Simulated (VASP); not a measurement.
# Ni (Im-3m) in VASP: notebook

Ni is run at these levels: r2SCAN; tasks: single point.

Everything below comes from runs of VASP 6.6.1. Logs are shortened: lines on timing, memory, paths and dates and some standing lists are left out, and cuts for length are marked.

## (1) The cell of the first run

Symmetry: Im-3m, No. 229, cubic system. The conventional cell has a = 2.728 Å, b = 2.728 Å, c = 2.728 Å, α = 90.00°, β = 90.00°, γ = 90.00°. Ni (site symmetry m-3m) has 14 Ni at 2.36 to 2.73 Å within 3.1 Å.

## (2) Single point, r2SCAN, collinear spin, ferromagnetic start (volume scaled by 0.96)

POSCAR

```
Ni
1.0
   -1.3637541148      1.3637541148      1.3637541148
    1.3637541148     -1.3637541148      1.3637541148
    1.3637541148      1.3637541148     -1.3637541148
Ni
1
Direct
    0.0000000000      0.0000000000      0.0000000000
```

INCAR.step1

```
SYSTEM = Ni
PREC = Accurate
ENCUT = 520
ISMEAR = -1
SIGMA = 0.05
LREAL = .FALSE.
LASPH = .TRUE.
NELM = 150
ISPIN = 2
MAGMOM = 0.685
LMAXMIX = 4
NBANDS = 15
GGA = PE
ALGO = Normal
EDIFF = 1E-4
LWAVE = .TRUE.
LCHARG = .FALSE.
```

INCAR.step2

```
SYSTEM = Ni
PREC = Accurate
ENCUT = 520
EDIFF = 1E-6
ISMEAR = -1
SIGMA = 0.05
LREAL = .FALSE.
LASPH = .TRUE.
NELM = 150
ALGO = Normal
ISIF = 2
LWAVE = .FALSE.
LCHARG = .TRUE.
ISPIN = 2
MAGMOM = 0.685
LORBIT = 11
LMAXMIX = 4
METAGGA = R2SCAN
LMIXTAU = .TRUE.
LELF = .TRUE.
LVHAR = .TRUE.
NBANDS = 15
ISTART = 1
```

KPOINTS

```
Automatic mesh
0
G
  18 18 18
  0 0 0
```

Potentials or basis: VASP PAW PBE potentials, release 64 (Ni).

Run with:

```
$ cat potpaw_PBE.64/Ni/POTCAR > POTCAR
$ cp INCAR.step1 INCAR
$ mpirun -np 1 vasp_std > vasp.out
$ cp INCAR.step2 INCAR
$ mpirun -np 1 vasp_std > vasp.out
```

OUTCAR:

```text
SYSTEM = Ni
   PREC = Accurate
   ENCUT = 520
   EDIFF = 1E-6
   ISMEAR = -1
   LREAL = .FALSE.
   LASPH = .TRUE.
   NELM = 150
   ISIF = 2
   ISPIN = 2
   LORBIT = 11
   METAGGA = R2SCAN
   ISTART = 1

 ion  position               nearest neighbor table
   1  0.000  0.000  0.000-

  LATTYP: Found a body centered cubic cell.
 ALAT       =     2.7275082296

  Lattice vectors:

 A1 = (  -1.3637541148,   1.3637541148,   1.3637541148)
 A2 = (   1.3637541148,  -1.3637541148,   1.3637541148)
 A3 = (   1.3637541148,   1.3637541148,  -1.3637541148)

Analysis of symmetry for initial positions (statically):
=====================================================================
 Subroutine PRICEL returns:
 Original cell was already a primitive cell.

 Routine SETGRP: Setting up the symmetry group for a
 body centered cubic supercell.

 Subroutine GETGRP returns: Found 48 space group operations
 (whereof 48 operations were pure point group operations)
 out of a pool of 48 trial point group operations.

The static configuration has the point symmetry O_h .

Analysis of symmetry for dynamics (positions and initial velocities):
=====================================================================
 Subroutine PRICEL returns:
 Original cell was already a primitive cell.

 Routine SETGRP: Setting up the symmetry group for a
 body centered cubic supercell.

 Subroutine GETGRP returns: Found 48 space group operations
 (whereof 48 operations were pure point group operations)
 out of a pool of 48 trial point group operations.

The dynamic configuration has the point symmetry O_h .

Analysis of structural, dynamic, and magnetic symmetry:
=====================================================================
 Subroutine PRICEL returns:
 Original cell was already a primitive cell.

 Routine SETGRP: Setting up the symmetry group for a
 body centered cubic supercell.

 Subroutine GETGRP returns: Found 48 space group operations
 (whereof 48 operations were pure point group operations)
 out of a pool of 48 trial point group operations.

The overall configuration has the point symmetry O_h .

 Subroutine INISYM returns: Found 48 space group operations
 (whereof 48 operations are pure point group operations),
 and found     1 'primitive' translations

----------------------------------------------------------------------------------------

                                     Primitive cell

  volume of cell :      10.1454

  direct lattice vectors                    reciprocal lattice vectors
    -1.363754115  1.363754115  1.363754115     0.000000000  0.366635007  0.366635007
     1.363754115 -1.363754115  1.363754115     0.366635007  0.000000000  0.366635007
     1.363754115  1.363754115 -1.363754115     0.366635007  0.366635007  0.000000000

  length of vectors
     2.362091416  2.362091416  2.362091416     0.518500200  0.518500200  0.518500200

  position of ions in fractional coordinates (direct lattice)
     0.000000000  0.000000000  0.000000000

  ion indices of the primitive-cell ions
   primitive index   ion index
                 1           1

----------------------------------------------------------------------------------------

 KPOINTS: Automatic mesh

Automatic generation of k-mesh.
 Grid dimensions read from file:
 generate k-points for:   18   18   18

 Generating k-lattice:

  Cartesian coordinates                     Fractional coordinates (reciprocal lattice)
     0.000000000  0.020368612  0.020368612     0.055555556  0.000000000  0.000000000
     0.020368612  0.000000000  0.020368612     0.000000000  0.055555556  0.000000000
     0.020368612  0.020368612  0.000000000     0.000000000  0.000000000  0.055555556

  Length of vectors
     0.028805567  0.028805567  0.028805567

  Shift w.r.t. Gamma in fractional coordinates (k-lattice)
     0.000000000  0.000000000  0.000000000

 Subroutine IBZKPT returns following result:
 ===========================================

 Found    195 irreducible k-points:

 Following reciprocal coordinates:
            Coordinates               Weight
  0.000000  0.000000  0.000000      1.000000
  0.055556  0.000000  0.000000     12.000000
  0.111111  0.000000  0.000000     12.000000
  0.166667  0.000000  0.000000     12.000000
  0.222222  0.000000  0.000000     12.000000
  0.277778  0.000000  0.000000     12.000000
[... 16 lines left out ...]
  0.333333  0.111111  0.000000     48.000000
  0.388889  0.111111 -0.000000     48.000000
 [... further k-points ...]
   k-points           NKPTS =    195   k-points in BZ     NKDIM =    195   number of bands    NBANDS=     15
   number of dos      NEDOS =    301   number of ions     NIONS =      1
   total plane-waves  NPLWV =   5832
   dimension x,y,z NGX =    18 NGY =   18 NGZ =   18
   dimension x,y,z NGXF=    36 NGYF=   36 NGZF=   36
   ions per type =               1
   NGX,Y,Z   is equivalent  to a cutoff of  12.67, 12.67, 12.67 a.u.
   NGXF,Y,Z  is equivalent  to a cutoff of  25.34, 25.34, 25.34 a.u.
 SYSTEM =  Ni
   PREC   = accura    normal or accurate (medium, high low for compatibility)
   ISTART =      1    job   : 0-new  1-cont  2-samecut
   ICHARG =      0    charge: 1-file 2-atom 10-const
   ISPIN  =      2    spin polarized calculation?
   LNONCOLLINEAR =      F non collinear calculations
   LSORBIT =      F    spin-orbit coupling
   LASPH  =      T    aspherical Exc in radial PAW
   ENCUT  =  520.0 eV  38.22 Ry    6.18 a.u.   4.39  4.39  4.39*2*pi/ulx,y,z
   NELM   =    150;   NELMIN=  2; NELMDL=  0     # of ELM steps
   EDIFF  = 0.1E-05   stopping-criterion for ELM
   LREAL  =      F    real-space projection
   EDIFFG = 0.1E-04   stopping-criterion for IOM
   NSW    =      0    number of steps for IOM
   IBRION =     -1    ionic relax: 0-MD 1-quasi-New 2-CG
   NFREE  =      0    steps in history (QN), initial steepest desc. (CG)
   ISIF   =      2    stress and relaxation
   ISYM   =      2    0-nonsym 1-usesym 2-fastsym
   POTIM  = 0.5000    time-step for ionic-motion
   TEBEG  =    0.0;   TEEND  =   0.0 temperature during run
   PSTRESS=    0.0 pullay stress
   NELECT =      10.0000    total number of electrons
   NUPDOWN=      -1.0000    fix difference up-down
   EMIN   =  10.00;   EMAX   =-10.00  energy-range for DOS
   EFERMI =   0.00;   METHOD = LEGACY
   ISMEAR =    -1;   SIGMA  =   0.05  broadening in eV -4-tet -1-fermi 0-gaus
   EFERMI_NEDOS =   21; number of points for ismear=-14 and -15
   IALGO  =     38    algorithm
   IMIX   =      4    mixing-type and parameters
     AMIX     =   0.40;   BMIX     =  1.00
     AMIX_MAG =   1.60;   BMIX_MAG =  1.00
  volume/ion in A,a.u.               =      10.15        68.46
  Fermi-wavevector in a.u.,A,eV,Ry     =   1.629241  3.078820 36.115677  2.654427
  Thomas-Fermi vector in A             =   2.721740
   LORBIT       =     11    0 simple, 1 ext, 2 COOP (PROOUT), +10 PAW based schemes
   METAGGA = R2SCAN    functional components
   LHFCALC =     F    Hartree Fock is set to
   AEXX    =    0.0000 exact exchange contribution
   IVDW    =     0    specifies the selected vdW correction
   LEPSILON=     F    determine dielectric tensor
   LRPA    =     F    only Hartree local field effects (RPA)
 spin polarized calculation
  energy-cutoff  :      520.00
  volume of cell :       10.15
 maximum number of plane-waves:       281
 NGX is ok and might be reduce to    18
   NGX =  9   NGY =  9   NGZ =  9

 number of electron      10.0000011 magnetization       0.6005182

 Free energy of the ion-electron system (eV)
  ---------------------------------------------------
  ext. energy  EPLUGINS =         0.00000000
  ---------------------------------------------------
  free energy    TOTEN  =       -11.82262884 eV

  energy without entropy =      -11.81416823  energy(sigma->0) =      -11.81839853

 E-fermi :  10.1325     XC(G=0): -14.8440

 val. band max:       10.1286650364   @ k =   0.5000   0.0000   0.0000
 cond. band min:      10.1352160755   @ k =  -0.3889   0.5000   0.2778
 fundamental gap:      0.0065510392
 Fermi energy:        10.1324659756

 spin component 1

 k-point     1 :       0.0000    0.0000    0.0000
  band No.  band energies     occupation
      1       0.4091      1.00000
      2       7.3197      1.00000
      3       7.3199      1.00000
      4       7.3199      1.00000
      5       8.9734      1.00000
      6       8.9734      1.00000
      7      38.3609      0.00000
      8      38.3611      0.00000
      9      38.3611      0.00000
     10      43.8924      0.00000
     11      43.8924      0.00000
     12      45.8526      0.00000
     13      45.8531      0.00000
     14      45.8693      0.00000
     15      45.8695      0.00000

 k-point     2 :       0.0556    0.0000    0.0000
  band No.  band energies     occupation
      1       0.5488      1.00000
      2       7.2870      1.00000
      3       7.3179      1.00000
      4       7.3847      1.00000
      5       8.9394      1.00000
      6       8.9760      1.00000
      7      37.2480      0.00000
      8      38.1186      0.00000
      9      38.1821      0.00000
     10      43.0375      0.00000
     11      43.5056      0.00000
     12      43.5345      0.00000
     13      44.7082      0.00000
     14      46.3026      0.00000
     15      47.3412      0.00000
[... 365 lines left out ...]
      3       7.7439      1.00000
      4       8.7768      1.00000
      5       9.2140      1.00000
      6      10.4736      0.00109
      7      20.4187      0.00000
      8      28.2399      0.00000
      9      32.1355      0.00000
     10      37.6968      0.00000
     11      42.9766      0.00000
     12      45.8283      0.00000
     13      52.4623      0.00000
     14      53.0901      0.00000
     15      57.9877      0.00000

 k-point    24 :       0.3889    0.1111   -0.0000
  band No.  band energies     occupation
      1       5.0391      1.00000
      2       6.3588      1.00000
      3       8.1831      1.00000
      4       8.8306      1.00000
      5       9.3153      1.00000
      6      11.3950      0.00000
      7      18.3256      0.00000
      8      27.7973      0.00000
      9      31.5863      0.00000
     10      37.5658      0.00000
     11      42.9397      0.00000
     12      46.5777      0.00000
     13      52.3901      0.00000
     14      53.7303      0.00000
     15      57.0994      0.00000

 [... further k-points ...]

 spin component 2

 k-point     1 :       0.0000    0.0000    0.0000
  band No.  band energies     occupation
      1       0.2322      1.00000
      2       8.4275      1.00000
      3       8.4275      1.00000
      4       8.4277      1.00000
      5       9.5520      0.99999
      6       9.5520      0.99999
      7      38.3335      0.00000
      8      38.3335      0.00000
      9      38.3336      0.00000
     10      43.8777      0.00000
     11      43.8778      0.00000
     12      46.1962      0.00000
     13      46.2414      0.00000
     14      46.2414      0.00000
     15      46.2414      0.00000

 k-point     2 :       0.0556    0.0000    0.0000
  band No.  band energies     occupation
      1       0.3727      1.00000
      2       8.3907      1.00000
      3       8.4223      1.00000
      4       8.4962      1.00000
      5       9.5163      1.00000
      6       9.5549      0.99999
      7      37.2375      0.00000
      8      38.0903      0.00000
      9      38.1752      0.00000
     10      43.1182      0.00000
     11      43.8257      0.00000
     12      43.8568      0.00000
     13      44.7790      0.00000
     14      46.6321      0.00000
     15      47.6220      0.00000
[... 365 lines left out ...]
      3       8.1803      1.00000
      4       9.5747      0.99999
      5       9.9022      0.99011
      6      11.3734      0.00000
      7      20.7315      0.00000
      8      28.3593      0.00000
      9      32.2911      0.00000
     10      37.8362      0.00000
     11      43.1888      0.00000
     12      46.0124      0.00000
     13      52.7131      0.00000
     14      55.1828      0.00000
     15      58.4576      0.00000

 k-point    24 :       0.3889    0.1111   -0.0000
  band No.  band energies     occupation
      1       5.5120      1.00000
      2       7.3352      1.00000
      3       8.5882      1.00000
      4       9.6121      0.99997
      5      10.0845      0.72316
      6      12.0277      0.00000
      7      18.7460      0.00000
      8      27.9136      0.00000
      9      31.7277      0.00000
     10      37.7169      0.00000
     11      43.1595      0.00000
     12      46.7358      0.00000
     13      53.1320      0.00000
     14      55.3408      0.00000
     15      57.5286      0.00000

 [... further k-points ...]
[... 5 lines left out ...]
  --------------------------------------------------------------------------------------
  -------------------------------------------------------------------------------------
  Total        0.6600679      0.6600679      0.6600679      0.0000000     -0.0000000      0.0000000
  in kB      104.2391849    104.2391849    104.2391849      0.0000000     -0.0000000      0.0000000
  external PRESSURE =     104.2391849 kB  Pullay stress =       0.0000000 kB

 VOLUME and BASIS-vectors are now :
 -----------------------------------------------------------------------------
  energy-cutoff  :      520.00
  volume of cell :       10.15
      direct lattice vectors                 reciprocal lattice vectors
    -1.363754115  1.363754115  1.363754115     0.000000000  0.366635007  0.366635007
     1.363754115 -1.363754115  1.363754115     0.366635007  0.000000000  0.366635007
     1.363754115  1.363754115 -1.363754115     0.366635007  0.366635007  0.000000000

 POSITION                                       TOTAL-FORCE (eV/Angst)
 -----------------------------------------------------------------------------------
      0.00000      0.00000      0.00000         0.000000     -0.000000      0.000000
 -----------------------------------------------------------------------------------
    total drift:                                0.000000      0.000000      0.000000

  FREE ENERGIE OF THE ION-ELECTRON SYSTEM (eV)
  ---------------------------------------------------
  free  energy   TOTEN  =       -11.8226288409 eV

  energy  without entropy=      -11.8141682266  energy(sigma->0) =      -11.81839853

 total charge

# of ion       s       p       d       tot
------------------------------------------
    1        0.536   0.567   8.381   9.485

 magnetization (x)

# of ion       s       p       d       tot
------------------------------------------
    1       -0.008  -0.031   0.650   0.611
```

Run time: 2.9 min. Hardware: 1 thread of Intel Xeon Platinum 8259CL at 2.50GHz (Skylake/Cascade Lake), shared host; peak memory 0.16 GiB.

What came out:

| Item | Value |
| --- | --- |
| Free energy | -11.8226 eV |
| Pressure | 10.4 GPa |
| Net moment | 0.60 μB per cell |
| Site moments | Ni +0.61 μB |
| Valence electrons inside the program's atomic spheres | Ni 9.48 |

Caveat: the cell differs from its parent crystal (volume scaled by 0.96); the PAW data sets were made with another functional, which shifts forces and pressure a little.

## (3) Single point, r2SCAN, collinear spin, ferromagnetic start

This run uses another cell than the first one, of 10.57 Å³/atom, 1.042 times its volume.

POSCAR

```
Ni
1.0
   -1.3824379998      1.3824379998      1.3824379998
    1.3824379998     -1.3824379998      1.3824379998
    1.3824379998      1.3824379998     -1.3824379998
Ni
1
Direct
    0.0000000000      0.0000000000      0.0000000000
```

INCAR.step1

```
PREC = Accurate ; ENCUT = 520
ISMEAR = -1 ; SIGMA = 0.05
LREAL = F ; LASPH = T
NELM = 150 ; ISPIN = 2
MAGMOM = 0.685 ; LMAXMIX = 4
NBANDS = 15 ; GGA = PE
ALGO = Normal ; EDIFF = 1E-4
LWAVE = T ; LCHARG = F
```

INCAR.step2

```
PREC = Accurate ; ENCUT = 520
EDIFF = 1E-6 ; ISMEAR = -1
SIGMA = 0.05 ; LREAL = F
LASPH = T ; NELM = 150
ALGO = Normal ; ISIF = 2
LWAVE = F ; LCHARG = F
ISPIN = 2 ; MAGMOM = 0.685
LORBIT = 11 ; LMAXMIX = 4
METAGGA = R2SCAN ; LMIXTAU = T
NBANDS = 15 ; ISTART = 1
```

KPOINTS

```
Automatic mesh
0
Gamma
  18 18 18
```

Potentials or basis: VASP PAW PBE potentials, release 64 (Ni).

Run with:

```
$ cat potpaw_PBE.64/Ni/POTCAR > POTCAR
$ cp INCAR.step1 INCAR
$ mpirun -np 1 vasp_std > vasp.out
$ cp INCAR.step2 INCAR
$ mpirun -np 1 vasp_std > vasp.out
```

Run time: 3.2 min. Hardware: 1 thread of Intel Xeon Platinum 8259CL at 2.50GHz (Skylake/Cascade Lake), shared host; peak memory 0.17 GiB.

It converged, with:

```
Free energy                                           : -11.8366 eV
Pressure                                              : 0.7 GPa
Net moment                                            : 0.61 μB per cell
Site moments                                          : Ni +0.63 μB
Valence electrons inside the program's atomic spheres : Ni 9.40
```

Levels at points of the mesh, in eV from the Fermi level:
Spin up:
```csv
k point,band 1,band 2,band 3,band 4,band 5,band 6,band 7,band 8,band 9,band 10
"(0.00, 0.00, 0.00)",-9.43,-2.72,-2.72,-2.72,-1.15,-1.15,27.78,27.78,27.78,33.01
"(0.50, 0.00, 0.00)",-5.09,-3.68,-1.25,-0.98,-0.37,0.21,6.84,20.16,21.39,24.88
"(0.50, 0.50, 0.50)",-4.65,-4.65,-0.60,-0.60,-0.60,10.41,10.41,10.41,16.26,16.26
```
Spin down:
| k point | band 3 | band 4 | band 5 | band 6 | band 7 | band 8 |
| --- | --- | --- | --- | --- | --- | --- |
| (0.00, 0.00, 0.00) | -1.59 | -1.59 | -0.56 | -0.56 | 27.74 | 27.74 |
| (0.50, 0.00, 0.00) | -0.47 | -0.37 | 0.04 | 0.93 | 7.36 | 20.10 |
| (0.50, 0.50, 0.50) | 0.68 | 0.68 | 0.68 | 10.43 | 10.43 | 10.43 |

Caveat: the PAW data sets were made with another functional, which shifts forces and pressure a little.

(Continued in part 2 of 2.)
